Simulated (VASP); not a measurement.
Set up this calculation in VASP 6.6.1, as the native input.

```
Task                   : single point
Functional             : PBE
Potentials or basis    : VASP PAW PBE potentials, release 64 (Se)
Cutoff                 : 520 eV
k mesh                 : 4 × 4 × 8
Occupations            : gaussian, width 0.1 eV
Spin                   : no spin polarisation
Dipole correction      : no
Further INCAR settings : ALGO = Normal; EDIFF = 1e-06; NBANDS = 16
```

The structure of Se lies in POSCAR:

```
Se
1.0
    5.4648995009      0.0000000000      0.0000000000
    0.0000000000      5.4648995009      0.0000000000
    0.0000000000      0.0000000000      2.7123356486
Se
3
Direct
    0.0000000000      0.0000000000      0.0000000000
    0.0000000000      0.5000000000      0.0000000000
    0.5000000000      0.0000000000      0.0000000000
```

The input as run:

INCAR

```
SYSTEM = Se
PREC = Accurate ; ENCUT = 520
EDIFF = 1E-6 ; ISMEAR = 0
SIGMA = 0.1 ; LREAL = .False.
LASPH = .True. ; NELM = 80
ALGO = Normal ; ISIF = 2
LWAVE = .False. ; LCHARG = .False.
GGA = PE ; NBANDS = 16
```

KPOINTS

```
regular mesh
0
Gamma
  4 4 8
  0 0 0
```

Potentials or basis: VASP PAW PBE potentials, release 64 (Se).

Launch:

```bash
$ cat potpaw_PBE.64/Se/POTCAR > POTCAR
$ mpirun -np 1 vasp_std > vasp.out
```

Results of the run:

```yaml
Pressure: 0.1 GPa
Band_gap_on_the_k_mesh: zero (band 9 reaches 5.49 eV, above the bottom of band 10 at 1.54 eV)
```

Run time: 24 s on 1 thread of Intel(R) Xeon(R) 6975P-C (Granite Rapids), on a shared host, peak memory 0.18 GiB.
